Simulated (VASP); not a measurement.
A run of VASP 6.6.1 is set up as follows.

INCAR

```
SYSTEM = H
PREC = Accurate
ENCUT = 600
EDIFF = 1E-6
ISMEAR = 0
SIGMA = 0.1
LREAL = .FALSE.
LASPH = .TRUE.
NELM = 60
ALGO = Normal
ISIF = 3
LWAVE = .FALSE.
LCHARG = .FALSE.
GGA = PE
IBRION = 2
NSW = 90
EDIFFG = -0.025
```

Contents of KPOINTS:

```
Automatic mesh
0
G
  26 26 26
  0 0 0
```

POSCAR

```
H
1.0
    0.0000000000      1.1505636501      1.1505636501
    1.1505636501      0.0000000000      1.1505636501
    1.1505636501      1.1505636501      0.0000000000
H
1
Direct
    0.5000000000      0.5000000000      0.5000000000
```

Potentials or basis: VASP PAW PBE potentials, release 64 (H).

Command:

```console
$ cat potpaw_PBE.64/H/POTCAR > POTCAR
$ mpirun -np 1 vasp_std > vasp.out
```

(1) Predict the relaxed volume.

(2) Predict the band gap on the k mesh.

(3) Predict the relaxed cell.

(4) What does it give for the space group after relaxing (to 0.1 Å)?

Answers

(1) 2.96 Å³/atom.

(2) zero (an odd number of electrons rules out a gap without spin polarisation).

(3) a = 1.612 Å, b = 1.612 Å, c = 1.612 Å, α = 60.00°, β = 60.00°, γ = 60.00°.

(4) Fm-3m (No. 225).

Caveat: the cell differs from its parent crystal (atoms taken out).
